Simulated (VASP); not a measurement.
# InB2As3 (Cmmm) in VASP: further runs

The runs below take InB2As3 through relaxation of cell and atoms, single point, with PBE.

All numbers are computed with VASP 6.6.1; they aren't measurements. Logs are shortened: lines on timing, memory, paths and dates and some standing lists are left out, and cuts for length are marked.

## 1. The cell of the first run

The structure is orthorhombic, space group Cmmm (No. 65). Conventional cell: a = 5.017 Å, b = 10.615 Å, c = 3.951 Å, α = 90.00°, β = 90.00°, γ = 90.00°. In (site symmetry mmm) has 6 As at 2.51 Å within 3.3 Å. B (site symmetry m2m) has 5 As at 2.12 to 2.57 Å within 2.8 Å. As (site symmetry m2m) has 3 B at 2.12 to 2.51 Å and 2 In at 2.51 Å within 2.8 Å. Within 3.3 Å of As (site symmetry mmm) lie 2 In at 2.51 Å and 4 B at 2.57 Å.

The cell was generated, and may not be a known phase.

## 2. Relaxation of cell and atoms, PBE

The input, INCAR:

```
PREC = Accurate
ENCUT = 600
EDIFF = 1E-7
ISMEAR = 0
SIGMA = 0.1
LREAL = F
LASPH = T
NELM = 60
ALGO = Normal
ISIF = 3
LWAVE = F
LCHARG = F
GGA = PE
IBRION = 2
NSW = 90
EDIFFG = -0.04
```

The input, KPOINTS:

```
regular mesh
0
Gamma
  4 4 4
```

The input, POSCAR:

```
InB2As3
1.0
    2.5085963500     -5.3073865500      0.0000000000
    2.5085963500      5.3073865500      0.0000000000
    0.0000000000      0.0000000000      3.9505947300
In B As
1 2 3
Direct
    0.0000000000      0.0000000000      0.0000000000
    0.6549724500      0.3450275500      0.5000000000
    0.3450275500      0.6549724500      0.5000000000
    0.1453886600      0.8546113400      0.5000000000
    0.8546113400      0.1453886600      0.5000000000
    0.5000000000      0.5000000000      0.0000000000
```

Potentials or basis: VASP PAW PBE potentials, release 64 (In_d, B, As).

The run is started by

```
$ cat potpaw_PBE.64/In_d/POTCAR potpaw_PBE.64/B/POTCAR potpaw_PBE.64/As/POTCAR > POTCAR
$ mpirun -np 1 vasp_std > vasp.out
```

OUTCAR:

```text
PREC = Accurate
   ENCUT = 600
   EDIFF = 1E-7
   ISMEAR = 0
   LREAL = F
   LASPH = T
   NELM = 60
   ISIF = 3
   GGA = PE
   IBRION = 2
   NSW = 90
   EDIFFG = -0.04

 ion  position               nearest neighbor table
   1  0.000  0.000  0.000-   4 2.51   5 2.51   4 2.51   5 2.51   6 2.51   6 2.51
   2  0.655  0.345  0.500-   5 2.12   4 2.51   4 2.51
   3  0.345  0.655  0.500-   4 2.12   5 2.51   5 2.51
   4  0.145  0.855  0.500-   3 2.12   1 2.51   1 2.51   2 2.51   2 2.51
   5  0.855  0.145  0.500-   2 2.12   1 2.51   1 2.51   3 2.51   3 2.51
   6  0.500  0.500  0.000-   1 2.51   1 2.51

  LATTYP: Found a base centered orthorhombic cell.
 ALAT       =     5.0171927000
 B/A-ratio  =     2.1156797705
 C/A-ratio  =     0.7874114004

  Lattice vectors:

 A1 = (   2.5085963500,  -5.3073865500,   0.0000000000)
 A2 = (   2.5085963500,   5.3073865500,   0.0000000000)
 A3 = (   0.0000000000,   0.0000000000,   3.9505947300)

Analysis of symmetry for initial positions (statically):
=====================================================================
 Subroutine PRICEL returns:
 Original cell was already a primitive cell.

 Routine SETGRP: Setting up the symmetry group for a
 base centered orthorhombic supercell.

 Subroutine GETGRP returns: Found  8 space group operations
 (whereof  8 operations were pure point group operations)
 out of a pool of  8 trial point group operations.

The static configuration has the point symmetry D_2h.

Analysis of symmetry for dynamics (positions and initial velocities):
=====================================================================
 Subroutine PRICEL returns:
 Original cell was already a primitive cell.

 Routine SETGRP: Setting up the symmetry group for a
 base centered orthorhombic supercell.

 Subroutine GETGRP returns: Found  8 space group operations
 (whereof  8 operations were pure point group operations)
 out of a pool of  8 trial point group operations.

The dynamic configuration has the point symmetry D_2h.

 Subroutine INISYM returns: Found  8 space group operations
 (whereof  8 operations are pure point group operations),
 and found     1 'primitive' translations

----------------------------------------------------------------------------------------

                                     Primitive cell

  volume of cell :     105.1972

[... 106 lines left out ...]
   EFERMI =   0.00;   METHOD = LEGACY
   ISMEAR =     0;   SIGMA  =   0.10  broadening in eV -4-tet -1-fermi 0-gaus
   EFERMI_NEDOS =   21; number of points for ismear=-14 and -15
   IALGO  =     38    algorithm
   IMIX   =      4    mixing-type and parameters
     AMIX     =   0.40;   BMIX     =  1.00
     AMIX_MAG =   1.60;   BMIX_MAG =  1.00
  volume/ion in A,a.u.               =      17.53       118.32
  Fermi-wavevector in a.u.,A,eV,Ry     =   1.123483  2.123075 17.173462  1.262214
  Thomas-Fermi vector in A             =   2.260149
   LORBIT       =      0    0 simple, 1 ext, 2 COOP (PROOUT), +10 PAW based schemes
   GGA     = PE    functional components
   LHFCALC =     F    Hartree Fock is set to
   AEXX    =    0.0000 exact exchange contribution
   IVDW    =     0    specifies the selected vdW correction
   LEPSILON=     F    determine dielectric tensor
   LRPA    =     F    only Hartree local field effects (RPA)
 conjugate gradient relaxation of ions
 non-spin polarized calculation
 Gauss-broadening in eV      SIGMA  =   0.10
  energy-cutoff  :      600.00
  volume of cell :      105.20
 maximum number of plane-waves:      3552
 NGX is ok and might be reduce to    48
   NGX = 23   NGY = 23   NGZ = 15

--------------------------------------- Ionic step        1  -------------------------------------------

 number of electron      33.9999996 magnetization

 Free energy of the ion-electron system (eV)
  ---------------------------------------------------
  ext. energy  EPLUGINS =         0.00000000
  ---------------------------------------------------
  free energy    TOTEN  =       -23.65614077 eV

  energy without entropy =      -23.65125153  energy(sigma->0) =      -23.65369615

------------------------ aborting loop because EDIFF is reached ----------------------------------------

  FORCE on cell =-STRESS in cart. coord.  units (eV):
  Direction    XX          YY          ZZ          XY          YZ          ZX
  --------------------------------------------------------------------------------------
  -------------------------------------------------------------------------------------
  Total        5.7921932      1.5234480      9.1348213      0.0000000      0.0000000      0.0000000
  in kB       88.2164632     23.2024713    139.1254739      0.0000000      0.0000000      0.0000000
  external PRESSURE =      83.5148028 kB  Pullay stress =       0.0000000 kB
[... 101 lines left out ...]
  FREE ENERGIE OF THE ION-ELECTRON SYSTEM (eV)
  ---------------------------------------------------
  free  energy   TOTEN  =       -24.5131831556 eV

  energy  without entropy=      -24.5049536452  energy(sigma->0) =      -24.50906840

 E-fermi :   4.7294     XC(G=0):  -9.8929

 val. band max:        4.7016733264   @ k =   0.5000  -0.0000   0.5000
 cond. band min:       4.7951467234   @ k =   0.0000   0.0000   0.0000
 fundamental gap:      0.0934733971
 Fermi energy:         4.7293879742

 k-point     1 :       0.0000    0.0000    0.0000
  band No.  band energies     occupation
      1     -10.1160      2.00000
      2      -9.8888      2.00000
      3      -9.8080      2.00000
      4      -9.7563      2.00000
      5      -9.7406      2.00000
      6      -8.5384      2.00000
[... 493 lines left out ...]
     20       6.6204      0.00000
     21       8.4035      0.00000

[... ionic steps 4 to 21 ...]

--------------------------------------- Ionic step       22  -------------------------------------------

 number of electron      34.0000000 magnetization

------------------------ aborting loop because EDIFF is reached ----------------------------------------
[... 75 lines left out ...]
--------------------------------------- Ionic step       24  -------------------------------------------

 number of electron      34.0000000 magnetization

 Free energy of the ion-electron system (eV)
  ---------------------------------------------------
  ext. energy  EPLUGINS =         0.00000000
  ---------------------------------------------------
  free energy    TOTEN  =       -25.29397180 eV

  energy without entropy =      -25.28936877  energy(sigma->0) =      -25.29167028

 E-fermi :   5.2875     XC(G=0): -10.0626

 val. band max:        5.1731735566   @ k =   0.5000   0.2500   0.0000
 cond. band min:       5.3108215337   @ k =   0.5000   0.5000   0.5000
 fundamental gap:      0.1376479772
 Fermi energy:         5.2874783882

 k-point     1 :       0.0000    0.0000    0.0000
  band No.  band energies     occupation
      1      -9.6485      2.00000
      2      -9.4552      2.00000
      3      -9.4067      2.00000
      4      -9.3804      2.00000
      5      -9.3585      2.00000
      6      -8.4204      2.00000
[... 526 lines left out ...]
  FREE ENERGIE OF THE ION-ELECTRON SYSTEM (eV)
  ---------------------------------------------------
  free  energy   TOTEN  =       -25.2939717957 eV

  energy  without entropy=      -25.2893687687  energy(sigma->0) =      -25.29167028

 reached required accuracy - stopping structural energy minimisation
```

Wall time 9.5 min (1 thread of Intel Xeon 6975P-C (Granite Rapids), shared host); peak memory 0.31 GiB.

What came out:

```
Free energy                           : -25.2940 eV
Relaxed volume                        : 18.49 Å³/atom
Relaxed cell                          : a = 5.904 Å, b = 5.904 Å, c = 3.810 Å, α = 90.00°, β = 90.00°, γ = 123.33°
Space group after relaxing (to 0.1 Å) : Cmmm (No. 65)
Energy gained by relaxing             : 273.0 meV/atom
Ionic steps                           : 24
Pressure after relaxing               : 0.1 GPa
Largest force after relaxing          : 0.030 eV/Å
Band gap on the k mesh                : zero (bands 17 and 18 overlap by 1.48 eV)
```

Forces in eV/Å, atoms in the order of the input:
```
In   0.000  0.000  0.000
B    0.000  0.030  0.000
B    0.000 -0.030  0.000
As   0.000  0.010  0.000
As   0.000 -0.010  0.000
As   0.000  0.000  0.000
```

Step by step:
| step | energy change (eV) | largest force (eV/Å) | pressure (GPa) | volume (Å³) |
| --- | --- | --- | --- | --- |
| 1 | 0.0000 | 3.4704 | 8.35 | 105.20 |
| 2 | -0.8486 | 0.9015 | -3.11 | 119.63 |
| 3 | -0.8570 | 0.8360 | -2.38 | 117.91 |
| 4 | -1.0378 | 0.9998 | -0.85 | 114.47 |
| 5 | -1.2122 | 2.0492 | 6.63 | 104.38 |
| 6 | -1.2379 | 1.6065 | 3.71 | 107.59 |
| 7 | -1.3208 | 1.3498 | 3.41 | 107.31 |
| 8 | -1.4933 | 0.5994 | 3.06 | 106.43 |
| 9 | -1.4812 | 0.7482 | 4.85 | 104.50 |
| 10 | -1.5416 | 0.3969 | 3.61 | 105.46 |
| 11 | -1.5795 | 0.3975 | 2.11 | 107.26 |
| 12 | -1.6042 | 0.4335 | -1.21 | 111.95 |
| 13 | -1.6073 | 0.4239 | -0.45 | 110.80 |
| 14 | -1.6196 | 0.2395 | -0.36 | 111.15 |
| 15 | -1.6238 | 0.1106 | -0.25 | 111.49 |
| 16 | -1.6284 | 0.1096 | -0.14 | 111.36 |
| 17 | -1.6331 | 0.1075 | 0.11 | 111.06 |
| 18 | -1.6332 | 0.1072 | 0.14 | 111.02 |
| 19 | -1.6346 | 0.0920 | -0.07 | 111.17 |
| 20 | -1.6348 | 0.1151 | -0.21 | 111.26 |
| 21 | -1.6359 | 0.0728 | -0.14 | 111.18 |
| 22 | -1.6368 | 0.0557 | 0.01 | 111.01 |
| 23 | -1.6373 | 0.0474 | 0.05 | 110.99 |
| 24 | -1.6378 | 0.0299 | 0.13 | 110.94 |

Final structure:
```yaml
crystal:
  lattice:
    - [2.80220, -5.19611, 0.00000]
    - [2.80220, 5.19611, 0.00000]
    - [0.00000, 0.00000, 3.80975]
  atoms:
    - { symbol: In, position: [0.00000, 0.00000, 0.00000] }
    - { symbol: B, position: [0.62004, 0.37996, 0.50000] }
    - { symbol: B, position: [0.37996, 0.62004, 0.50000] }
    - { symbol: As, position: [0.18898, 0.81102, 0.50000] }
    - { symbol: As, position: [0.81102, 0.18898, 0.50000] }
    - { symbol: As, position: [0.50000, 0.50000, 0.00000] }
```

Caveat: the k points lie up to 0.41 Å⁻¹ apart in the final cell, too coarse for converged energies and pressures of a metal; spin-orbit coupling is left out, which moves the levels of the heavy elements.

(Continued in part 2 of 2.)

The gap in the log of VASP goes by the Fermi energy; the results here count the filled bands.